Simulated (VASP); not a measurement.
# Ir3O in VASP: single point with PBE

Aim: the single point of Ir3O with PBE.

Program: VASP 6.6.1. These are calculated values, not measurements. Logs are shortened: lines on timing, memory, paths and dates and some standing lists are left out, and cuts for length are marked.

**1. The cell of the first run**

The cell holds a slab with vacuum, 4 atoms: a = 2.737 Å, b = 2.737 Å, c = 19.188 Å, α = 90.00°, β = 90.00°, γ = 90.00°.

**2. Single point, PBE**

Contents of INCAR:

```
  PREC = Accurate
  ENCUT = 520
  EDIFF = 1E-6
  ISMEAR = 0
  SIGMA = 0.1
  LREAL = F
  LASPH = T
  NELM = 120
  ALGO = Normal
  ISIF = 2
  LWAVE = F
  LCHARG = F
  LDIPOL = T
  IDIPOL = 3
  DIPOL = 0.5 0.5 0.348
  GGA = PE
  NBANDS = 36
  GGA_COMPAT = F
  NELMDL = -8
```

Contents of KPOINTS:

```
Automatic mesh
0
Gamma
  10 10 1
```

Contents of POSCAR:

```
Ir3O
1.0
    2.7367600872      0.0000000000      0.0000000000
    0.0000000000      2.7367600872      0.0000000000
    0.0000000000      0.0000000000     19.1883373414
Ir O
3 1
Direct
    0.5000000000      0.5000000000      0.2084599582
    0.0000000000      0.0000000000      0.3045662606
    0.5000000000      0.5000000000      0.4006776202
    0.6666666667      0.8333333333      0.4783737920
```

Potentials or basis: VASP PAW PBE potentials, release 64 (Ir_sv_GW, O).

The run is started by

```sh
$ cat potpaw_PBE.64/Ir_sv_GW/POTCAR potpaw_PBE.64/O/POTCAR > POTCAR
$ mpirun -np 1 vasp_std > vasp.out
```

OUTCAR:

```text
PREC = Accurate
   ENCUT = 520
   EDIFF = 1E-6
   ISMEAR = 0
   LREAL = F
   LASPH = T
   NELM = 120
   ISIF = 2
   GGA = PE
   NELMDL = -8

 ion  position               nearest neighbor table
   1  0.500  0.500  0.208-   2 2.67   2 2.67   2 2.67   2 2.67
   2  0.000  0.000  0.305-   1 2.67   1 2.67   1 2.67   1 2.67   3 2.67   3 2.67   3 2.67   3 2.67

   3  0.500  0.500  0.401-   4 1.81   4 2.40   2 2.67   2 2.67   2 2.67   2 2.67
   4  0.667  0.833  0.478-   3 1.81   3 2.40

  LATTYP: Found a simple tetragonal cell.
 ALAT       =     2.7367600872
 C/A-ratio  =     7.0113333760

  Lattice vectors:

 A1 = (   2.7367600872,   0.0000000000,   0.0000000000)
 A2 = (   0.0000000000,   2.7367600872,   0.0000000000)
 A3 = (   0.0000000000,   0.0000000000,  19.1883373414)

Analysis of symmetry for initial positions (statically):
=====================================================================
 Subroutine PRICEL returns:
 Original cell was already a primitive cell.

 Routine SETGRP: Setting up the symmetry group for a
 simple tetragonal supercell.

 Subroutine GETGRP returns: Found  1 space group operations
 (whereof  1 operations were pure point group operations)
 out of a pool of 16 trial point group operations.

The static configuration has the point symmetry C_1 .

Analysis of symmetry for dynamics (positions and initial velocities):
=====================================================================
 Subroutine PRICEL returns:
 Original cell was already a primitive cell.

 Routine SETGRP: Setting up the symmetry group for a
 simple tetragonal supercell.

 Subroutine GETGRP returns: Found  1 space group operations
 (whereof  1 operations were pure point group operations)
 out of a pool of 16 trial point group operations.

The dynamic configuration has the point symmetry C_1 .

 Subroutine INISYM returns: Found  1 space group operations
 (whereof  1 operations are pure point group operations),
 and found     1 'primitive' translations

----------------------------------------------------------------------------------------

                                     Primitive cell

  volume of cell :     143.7179

  direct lattice vectors                    reciprocal lattice vectors
     2.736760087  0.000000000  0.000000000     0.365395566  0.000000000  0.000000000
     0.000000000  2.736760087  0.000000000     0.000000000  0.365395566  0.000000000
     0.000000000  0.000000000 19.188337341     0.000000000  0.000000000  0.052114990

  length of vectors
     2.736760087  2.736760087 19.188337341     0.365395566  0.365395566  0.052114990

  position of ions in fractional coordinates (direct lattice)
     0.500000000  0.500000000  0.208459958
     0.000000000  0.000000000  0.304566261
     0.500000000  0.500000000  0.400677620
     0.666666667  0.833333333  0.478373792

  ion indices of the primitive-cell ions
   primitive index   ion index
                 1           1
                 2           2
                 3           3
                 4           4

----------------------------------------------------------------------------------------

 KPOINTS: Automatic mesh

Automatic generation of k-mesh.
 Grid dimensions read from file:
 generate k-points for:   10   10    1

 Generating k-lattice:

  Cartesian coordinates                     Fractional coordinates (reciprocal lattice)
     0.036539557  0.000000000  0.000000000     0.100000000  0.000000000  0.000000000
     0.000000000  0.036539557  0.000000000     0.000000000  0.100000000  0.000000000
     0.000000000  0.000000000  0.052114990     0.000000000  0.000000000  1.000000000

  Length of vectors
     0.036539557  0.036539557  0.052114990

  Shift w.r.t. Gamma in fractional coordinates (k-lattice)
     0.000000000  0.000000000  0.000000000

 Subroutine IBZKPT returns following result:
 ===========================================

 Found     52 irreducible k-points:

 Following reciprocal coordinates:
            Coordinates               Weight
  0.000000  0.000000  0.000000      1.000000
  0.100000  0.000000  0.000000      2.000000
  0.000000  0.100000  0.000000      2.000000
  0.200000  0.000000  0.000000      2.000000
  0.000000  0.200000  0.000000      2.000000
  0.300000  0.000000  0.000000      2.000000
[... 16 lines left out ...]
 -0.100000  0.400000  0.000000      2.000000
 -0.400000  0.100000  0.000000      2.000000
 [... further k-points ...]
   k-points           NKPTS =     52   k-points in BZ     NKDIM =     52   number of bands    NBANDS=     36
   number of dos      NEDOS =    301   number of ions     NIONS =      4
   total plane-waves  NPLWV =  57600
   dimension x,y,z NGX =    20 NGY =   20 NGZ =  144
   dimension x,y,z NGXF=    40 NGYF=   40 NGZF=  288
   ions per type =               3   1
   NGX,Y,Z   is equivalent  to a cutoff of  12.15, 12.15, 12.48 a.u.
   NGXF,Y,Z  is equivalent  to a cutoff of  24.30, 24.30, 24.95 a.u.
 SYSTEM =  unknown system
   PREC   = accura    normal or accurate (medium, high low for compatibility)
   ISTART =      0    job   : 0-new  1-cont  2-samecut
   ICHARG =      2    charge: 1-file 2-atom 10-const
   ISPIN  =      1    spin polarized calculation?
   LNONCOLLINEAR =      F non collinear calculations
   LSORBIT =      F    spin-orbit coupling
   LASPH  =      T    aspherical Exc in radial PAW
   ENCUT  =  520.0 eV  38.22 Ry    6.18 a.u.   5.09  5.09 35.68*2*pi/ulx,y,z
   NELM   =    120;   NELMIN=  2; NELMDL= -8     # of ELM steps
   EDIFF  = 0.1E-05   stopping-criterion for ELM
   LREAL  =      F    real-space projection
   EDIFFG = 0.1E-04   stopping-criterion for IOM
   NSW    =      0    number of steps for IOM
   IBRION =     -1    ionic relax: 0-MD 1-quasi-New 2-CG
   NFREE  =      0    steps in history (QN), initial steepest desc. (CG)
   ISIF   =      2    stress and relaxation
   ISYM   =      2    0-nonsym 1-usesym 2-fastsym
   POTIM  = 0.5000    time-step for ionic-motion
   TEBEG  =    0.0;   TEEND  =   0.0 temperature during run
   PSTRESS=    0.0 pullay stress
   NELECT =      57.0000    total number of electrons
   NUPDOWN=      -1.0000    fix difference up-down
   EMIN   =  10.00;   EMAX   =-10.00  energy-range for DOS
   EFERMI =   0.00;   METHOD = LEGACY
   ISMEAR =     0;   SIGMA  =   0.10  broadening in eV -4-tet -1-fermi 0-gaus
   EFERMI_NEDOS =   21; number of points for ismear=-14 and -15
   IALGO  =     38    algorithm
   IMIX   =      4    mixing-type and parameters
     AMIX     =   0.40;   BMIX     =  1.00
     AMIX_MAG =   1.60;   BMIX_MAG =  1.00
  volume/ion in A,a.u.               =      35.93       242.46
  Fermi-wavevector in a.u.,A,eV,Ry     =   1.202808  2.272977 19.684178  1.446746
  Thomas-Fermi vector in A             =   2.338579
   LORBIT       =      0    0 simple, 1 ext, 2 COOP (PROOUT), +10 PAW based schemes
   GGA     = PE    functional components
   LHFCALC =     F    Hartree Fock is set to
   AEXX    =    0.0000 exact exchange contribution
   IVDW    =     0    specifies the selected vdW correction
   LEPSILON=     F    determine dielectric tensor
   LRPA    =     F    only Hartree local field effects (RPA)
 non-spin polarized calculation
 Gauss-broadening in eV      SIGMA  =   0.10
  energy-cutoff  :      520.00
  volume of cell :      143.72
 maximum number of plane-waves:      3910
   NGX = 11   NGY = 11   NGZ = 71

 dipolmoment           0.000000      0.000000     -1.410623 electrons x Angstroem

 number of electron      57.0000000 magnetization

 dipolmoment           0.000000      0.000000      0.077545 electrons x Angstroem

 Free energy of the ion-electron system (eV)
  ---------------------------------------------------
  ext. energy  EPLUGINS =         0.00000000
  ---------------------------------------------------
  free energy    TOTEN  =       -31.13149432 eV

  energy without entropy =      -31.11215206  energy(sigma->0) =      -31.12182319

 E-fermi :  -0.2393     XC(G=0):  -5.8284

 val. band max:       -0.2654699354   @ k =   0.3000   0.2000   0.0000
 cond. band min:      -0.2316669295   @ k =   0.0000   0.0000   0.0000
 fundamental gap:      0.0338030059
 Fermi energy:        -0.2393099646

 k-point     1 :       0.0000    0.0000    0.0000
  band No.  band energies     occupation
      1     -93.6964      2.00000
      2     -93.3354      2.00000
      3     -92.3388      2.00000
      4     -50.9650      2.00000
      5     -50.2951      2.00000
      6     -50.1743      2.00000
[... 28 lines left out ...]
     35       5.2047      0.00000
     36       6.0138      0.00000

 k-point     2 :       0.1000    0.0000    0.0000
  band No.  band energies     occupation
      1     -93.6944      2.00000
      2     -93.3337      2.00000
      3     -92.3371      2.00000
      4     -50.9621      2.00000
      5     -50.2955      2.00000
      6     -50.2166      2.00000
[... 28 lines left out ...]
     35       5.4163      0.00000
     36       6.3414      0.00000

 k-point     3 :       0.0000    0.1000    0.0000
  band No.  band energies     occupation
      1     -93.6944      2.00000
      2     -93.3337      2.00000
      3     -92.3371      2.00000
      4     -50.9660      2.00000
      5     -50.3319      2.00000
      6     -50.1681      2.00000
[... 28 lines left out ...]
     35       5.4155      0.00000
     36       6.3626      0.00000
[... 742 lines left out ...]
 k-point    23 :      -0.1000    0.4000    0.0000
  band No.  band energies     occupation
      1     -93.6753      2.00000
      2     -93.3172      2.00000
      3     -92.3202      2.00000
      4     -51.0178      2.00000
      5     -50.5698      2.00000
      6     -50.2950      2.00000
[... 28 lines left out ...]
     35       5.5468      0.00000
     36       8.0531      0.00000

 k-point    24 :      -0.4000    0.1000    0.0000
  band No.  band energies     occupation
      1     -93.6758      2.00000
      2     -93.3172      2.00000
      3     -92.3202      2.00000
      4     -50.9586      2.00000
      5     -50.5109      2.00000
      6     -50.3527      2.00000
[... 28 lines left out ...]
     35       5.4463      0.00000
     36       8.0524      0.00000

 [... further k-points ...]

------------------------ aborting loop because EDIFF is reached ----------------------------------------

 vacuum level on the upper side and lower side of the slab       (xc-potential included)         0.902        -1.076

  FORCE on cell =-STRESS in cart. coord.  units (eV):
  Direction    XX          YY          ZZ          XY          YZ          ZX
  --------------------------------------------------------------------------------------
  -------------------------------------------------------------------------------------
  Total        0.4458548     -0.9016931      1.9579008      0.8799017      3.3241659      0.0439282
  in kB        4.9704221    -10.0521405     21.8268197      9.8092084     37.0580423      0.4897146
  external PRESSURE =       5.5817005 kB  Pullay stress =       0.0000000 kB

 VOLUME and BASIS-vectors are now :
 -----------------------------------------------------------------------------
  energy-cutoff  :      520.00
  volume of cell :      143.72
      direct lattice vectors                 reciprocal lattice vectors
     2.736760087  0.000000000  0.000000000     0.365395566  0.000000000  0.000000000
     0.000000000  2.736760087  0.000000000     0.000000000  0.365395566  0.000000000
     0.000000000  0.000000000 19.188337341     0.000000000  0.000000000  0.052114990

 POSITION                                       TOTAL-FORCE (eV/Angst)
 -----------------------------------------------------------------------------------
      1.36838      1.36838      4.00000        -0.117531     -0.251230     -0.184850
      0.00000      0.00000      5.84412        -0.310514     -0.044211     -1.001345
      1.36838      1.36838      7.68834         1.071390     -1.261472      1.050382
      1.82451      2.28063      9.17920        -0.643344      1.556913      0.135813
 -----------------------------------------------------------------------------------
    total drift:                                0.000125      0.000028     -0.000394

  FREE ENERGIE OF THE ION-ELECTRON SYSTEM (eV)
  ---------------------------------------------------
  free  energy   TOTEN  =       -31.1314943229 eV

  energy  without entropy=      -31.1121520622  energy(sigma->0) =      -31.12182319

 vacuum level on the upper side and lower side of the slab         7.120         5.115
```

It took 11 min on 1 thread of Intel Xeon Platinum 8375C at 2.90GHz (Ice Lake), shared host; peak memory 0.39 GiB.

Results:

- Free energy: -31.1315 eV
- Largest force: 1.960 eV/Å
- Band gap on the k mesh: zero (an odd number of electrons rules out a gap without spin polarisation)

Forces on the atoms (eV/Å):
```
Ir  -0.118 -0.251 -0.185
Ir  -0.311 -0.044 -1.001
Ir   1.071 -1.261  1.050
O   -0.643  1.557  0.136
```

Caveat: spin-orbit coupling is left out, which moves the levels of the heavy elements.

The gap in the log of VASP goes by the Fermi energy; the results here count the filled bands.